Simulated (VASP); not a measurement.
# Al30Cu (a cell with a defect) in VASP: a series of runs

The runs below take Al30Cu (a cell with a defect) through single point, with PBE.

Everything below comes from runs of VASP 6.6.1. Logs are shortened: lines on timing, memory, paths and dates and some standing lists are left out, and cuts for length are marked.

## (1) The cell of the first run

The cell holds a defect, 31 atoms: a = 8.100 Å, b = 8.100 Å, c = 8.100 Å, α = 90.00°, β = 90.00°, γ = 90.00°.

## (2) Single point, PBE

The input, INCAR:

```
SYSTEM = Al30Cu
PREC = Accurate
ENCUT = 520
EDIFF = 1E-7
ISMEAR = 0
SIGMA = 0.1
LREAL = Auto
LASPH = .TRUE.
NELM = 80
ALGO = Normal
ISIF = 2
LWAVE = .FALSE.
LCHARG = .FALSE.
GGA = PE
NBANDS = 72
```

The input, KPOINTS:

```
regular mesh
0
G
  3 3 3
  0 0 0
```

The input, POSCAR:

```
Al30Cu
1.0
    8.1000000000      0.0000000000      0.0000000000
    0.0000000000      8.1000000000      0.0000000000
    0.0000000000      0.0000000000      8.1000000000
Al Cu
30 1
Direct
    0.4954174074      0.0022228395     -0.0014671605
    0.7427523457      0.2559776543     -0.0014630864
    0.7500918519      0.0011065432      0.2495532099
    0.0026596296      0.0037395062     -0.0014418519
    0.7486919753      0.7508370370     -0.0014137037
    0.2488054321      0.0028538272      0.2465771605
    0.4948672840      0.2514088889      0.2438492593
    0.7452879012      0.5038970370      0.2473441975
    0.5009939506     -0.0024390123      0.4985053086
    0.7489930864      0.2527254321      0.4985724691
    0.7499739506      0.0010425926      0.7476323457
   -0.0003774074      0.4988241975     -0.0014771605
    0.2552683951      0.7443288889     -0.0014824691
    0.0008980247      0.2513112346      0.2456076543
    0.2521286420      0.4949216049      0.2402476543
    0.5020371605      0.7472677778      0.2471272840
   -0.0006437037      0.0020783951      0.4985954321
    0.2482174074      0.2508623457      0.4984751852
    0.5007814815      0.5031697531      0.4984277778
    0.7514401235      0.7528511111      0.4986000000
    0.2487317284      0.0027692593      0.7504966667
    0.4947125926      0.2512649383      0.7530854321
    0.7451200000      0.5038058025      0.7497571605
   -0.0001809877      0.7515434568      0.2500344444
   -0.0023533333      0.5026148148      0.4984876543
    0.2504587654      0.7499061728      0.4985188889
    0.0008270370      0.2512543210      0.7515012346
    0.2519162963      0.4948845679      0.7565686420
    0.5019519753      0.7471392593      0.7499723457
   -0.0002980247      0.7514554321      0.7471174074
    0.4784066667      0.4705417284     -0.0019745679
```

Potentials or basis: VASP PAW PBE potentials, release 64 (Al, Cu).

On the command line:

```console
$ cat potpaw_PBE.64/Al/POTCAR potpaw_PBE.64/Cu/POTCAR > POTCAR
$ mpirun -np 1 vasp_std > vasp.out
```

OUTCAR:

```text
SYSTEM = Al30Cu
   PREC = Accurate
   ENCUT = 520
   EDIFF = 1E-7
   ISMEAR = 0
   LREAL = Auto
   LASPH = .TRUE.
   NELM = 80
   ISIF = 2
   GGA = PE

 ion  position               nearest neighbor table
   1  0.495  0.002  0.999-  22 2.83   7 2.83   6 2.83  21 2.83  13 2.85   2 2.87  16 2.88  29 2.89
                             5 2.89  11 2.90   3 2.90
   2  0.743  0.256  0.999-  31 2.76   7 2.83  22 2.83  23 2.84   8 2.85  12 2.86   1 2.87  27 2.89
                            14 2.89  11 2.90   3 2.90   4 2.93
   3  0.750  0.001  0.250-  20 2.85   9 2.85  17 2.85  24 2.86  10 2.87  14 2.87   5 2.87  16 2.87
                             4 2.88   7 2.90   1 2.90   2 2.90
   4  0.003  0.004  0.999-  21 2.83   6 2.83  27 2.83  14 2.83   3 2.88  11 2.88  24 2.88  30 2.89
                             5 2.90  13 2.93   2 2.93
   5  0.749  0.751  0.999-  16 2.84  29 2.84   8 2.84  23 2.84  11 2.87   3 2.87  30 2.88  24 2.88
                            12 2.88   1 2.89   4 2.90
   6  0.249  0.003  0.247-   4 2.83   7 2.83   1 2.83  14 2.84  18 2.86  24 2.87  17 2.87   9 2.89
                            26 2.89  13 2.90  16 2.91
   7  0.495  0.251  0.244-  31 2.67  15 2.79   2 2.83   1 2.83   6 2.83  18 2.87   8 2.88   3 2.90
                            19 2.90   9 2.91  10 2.91
   8  0.745  0.504  0.247-  16 2.79  19 2.84   5 2.84   2 2.85  20 2.87  24 2.88  10 2.88   7 2.88
                            12 2.88  25 2.88  14 2.91  31 2.97
   9  0.501  0.998  0.499-  20 2.84   3 2.85  11 2.85  26 2.85  16 2.87  29 2.87  10 2.88   6 2.89
[... 31 lines left out ...]
  25  0.998  0.503  0.498-  20 2.84  24 2.85  30 2.85  10 2.86  26 2.86  18 2.88   8 2.88  23 2.89
                            14 2.89  27 2.89  28 2.94  15 2.94
  26  0.250  0.750  0.499-  19 2.85   9 2.85  24 2.86  30 2.86  25 2.86  29 2.88  16 2.88  17 2.88
                            21 2.89   6 2.89  28 2.94  15 2.94
  27  0.001  0.251  0.752-   4 2.83  12 2.83  28 2.83  21 2.84  18 2.87  11 2.87  17 2.88  25 2.89
                            10 2.89   2 2.89  23 2.91
  28  0.252  0.495  0.757-  31 2.69  22 2.79  13 2.81  12 2.83  27 2.83  18 2.88  29 2.88  19 2.91
                            30 2.92  25 2.94  26 2.94
  29  0.502  0.747  0.750-  23 2.79  13 2.84   5 2.84  19 2.84  20 2.87   9 2.87  11 2.88  28 2.88
                            26 2.88   1 2.89  21 2.91  31 3.02
  30  1.000  0.751  0.747-  20 2.85  25 2.85  17 2.86  11 2.86  26 2.86  21 2.87  23 2.88   5 2.88
                             4 2.89  12 2.89  13 2.90  28 2.92
  31  0.478  0.471  0.998-  22 2.67   7 2.67  28 2.69  15 2.69   2 2.76  13 2.86  23 2.96   8 2.97
                            29 3.02  16 3.02

  LATTYP: Found a simple cubic cell.
 ALAT       =     8.1000000000

  Lattice vectors:

 A1 = (   8.1000000000,   0.0000000000,   0.0000000000)
 A2 = (   0.0000000000,   8.1000000000,   0.0000000000)
 A3 = (   0.0000000000,   0.0000000000,   8.1000000000)

Analysis of symmetry for initial positions (statically):
=====================================================================
 Subroutine PRICEL returns:
[... 185 lines left out ...]
   ISMEAR =     0;   SIGMA  =   0.10  broadening in eV -4-tet -1-fermi 0-gaus
   EFERMI_NEDOS =   21; number of points for ismear=-14 and -15
   IALGO  =     38    algorithm
   IMIX   =      4    mixing-type and parameters
     AMIX     =   0.40;   BMIX     =  1.00
     AMIX_MAG =   1.60;   BMIX_MAG =  1.00
  volume/ion in A,a.u.               =      17.14       115.69
  Fermi-wavevector in a.u.,A,eV,Ry     =   0.941233  1.778672 12.053656  0.885919
  Thomas-Fermi vector in A             =   2.068723
   LORBIT       =      0    0 simple, 1 ext, 2 COOP (PROOUT), +10 PAW based schemes
   GGA     = PE    functional components
   LHFCALC =     F    Hartree Fock is set to
   AEXX    =    0.0000 exact exchange contribution
   IVDW    =     0    specifies the selected vdW correction
   LEPSILON=     F    determine dielectric tensor
   LRPA    =     F    only Hartree local field effects (RPA)
 non-spin polarized calculation
 Gauss-broadening in eV      SIGMA  =   0.10
  energy-cutoff  :      520.00
  volume of cell :      531.44
 maximum number of plane-waves:     14358
   NGX = 31   NGY = 31   NGZ = 31

 number of electron     101.0000001 magnetization

 Free energy of the ion-electron system (eV)
  ---------------------------------------------------
  ext. energy  EPLUGINS =         0.00000000
  ---------------------------------------------------
  free energy    TOTEN  =      -115.73599843 eV

  energy without entropy =     -115.68727873  energy(sigma->0) =     -115.71163858

 E-fermi :   7.3042     XC(G=0): -10.0547

 val. band max:        7.2687972652   @ k =   0.3333   0.3333   0.0000
 cond. band min:       7.3244367238   @ k =   0.0000   0.3333   0.0000
 fundamental gap:      0.0556394586
 Fermi energy:         7.3041897447

 k-point     1 :       0.0000    0.0000    0.0000
  band No.  band energies     occupation
      1      -3.3864      2.00000
      2      -1.2486      2.00000
      3      -1.2446      2.00000
      4      -1.2142      2.00000
      5      -1.2082      2.00000
      6      -1.0820      2.00000
[... 899 lines left out ...]
     61       9.2210      0.00000
     62       9.2529      0.00000
 [bands above 62 left out]

------------------------ aborting loop because EDIFF is reached ----------------------------------------

  FORCE on cell =-STRESS in cart. coord.  units (eV):
  Direction    XX          YY          ZZ          XY          YZ          ZX
  --------------------------------------------------------------------------------------
  -------------------------------------------------------------------------------------
  Total       -7.5801966     -7.5964831     -6.3136920     -0.0454328      0.0138499      0.0054381
  in kB      -22.8526198    -22.9017200    -19.0343880     -0.1369699      0.0417545      0.0163945
  external PRESSURE =     -21.5962426 kB  Pullay stress =       0.0000000 kB

 VOLUME and BASIS-vectors are now :
 -----------------------------------------------------------------------------
  energy-cutoff  :      520.00
  volume of cell :      531.44
      direct lattice vectors                 reciprocal lattice vectors
     8.100000000  0.000000000  0.000000000     0.123456790  0.000000000  0.000000000
     0.000000000  8.100000000  0.000000000     0.000000000  0.123456790  0.000000000
     0.000000000  0.000000000  8.100000000     0.000000000  0.000000000  0.123456790

 POSITION                                       TOTAL-FORCE (eV/Angst)
 -----------------------------------------------------------------------------------
      4.01288      0.01800      8.08812         0.010775     -0.027832      0.001549
      6.01629      2.07342      8.08815         0.020885     -0.029216      0.003245
      6.07574      0.00896      2.02138        -0.006283     -0.007399      0.004264
      0.02154      0.03029      8.08832        -0.004786     -0.007982      0.001680
      6.06440      6.08178      8.08855        -0.007620     -0.006115     -0.003353
      2.01532      0.02312      1.99728         0.001911     -0.003243     -0.007194
[... 23 lines left out ...]
      8.09759      6.08679      6.05165        -0.012620     -0.004676     -0.005354
      3.87509      3.81139      8.08401         0.179028      0.248370      0.007089
 -----------------------------------------------------------------------------------
    total drift:                                0.006099      0.034997     -0.035659

  FREE ENERGIE OF THE ION-ELECTRON SYSTEM (eV)
  ---------------------------------------------------
  free  energy   TOTEN  =      -115.7359984322 eV

  energy  without entropy=     -115.6872787326  energy(sigma->0) =     -115.71163858
```

Wall time 9.2 min (1 thread of Intel Xeon 6975P-C (Granite Rapids), shared host); peak memory 0.66 GiB.

What came out:

```yaml
Free_energy: -115.7360 eV
Pressure: -2.2 GPa
Largest_force: 0.306 eV/Å
Band_gap_on_the_k_mesh: zero (an odd number of electrons rules out a gap without spin polarisation)
```

Forces in eV/Å, atoms in the order of the input:
```
Al   0.011 -0.028  0.002
Al   0.021 -0.029  0.003
Al  -0.006 -0.007  0.004
Al  -0.005 -0.008  0.002
Al  -0.008 -0.006 -0.003
Al   0.002 -0.003 -0.007
Al  -0.017 -0.001 -0.044
Al  -0.006 -0.016  0.003
Al   0.000  0.003 -0.002
Al  -0.023 -0.009 -0.002
Al  -0.006 -0.011 -0.011
Al  -0.011 -0.007 -0.003
Al  -0.023  0.009  0.003
Al  -0.002 -0.004  0.000
Al  -0.009 -0.010 -0.021
Al  -0.010 -0.016  0.001
Al  -0.008 -0.009 -0.001
Al   0.006  0.001 -0.001
Al  -0.010 -0.018 -0.001
Al  -0.010 -0.014 -0.002
Al   0.000 -0.002  0.009
Al  -0.013  0.000  0.047
Al  -0.004 -0.013  0.000
Al  -0.012 -0.001  0.003
Al  -0.008 -0.003  0.000
Al  -0.003 -0.015 -0.005
Al   0.001  0.000  0.005
Al  -0.008 -0.010  0.019
Al  -0.005 -0.017 -0.002
Al  -0.013 -0.005 -0.005
Cu   0.179  0.248  0.007
```

Stress tensor (GPa, compression positive):
```
-2.29 -0.01  0.00
-0.01 -2.29  0.00
 0.00  0.00 -1.90
```

(Continued in part 2 of 2.)
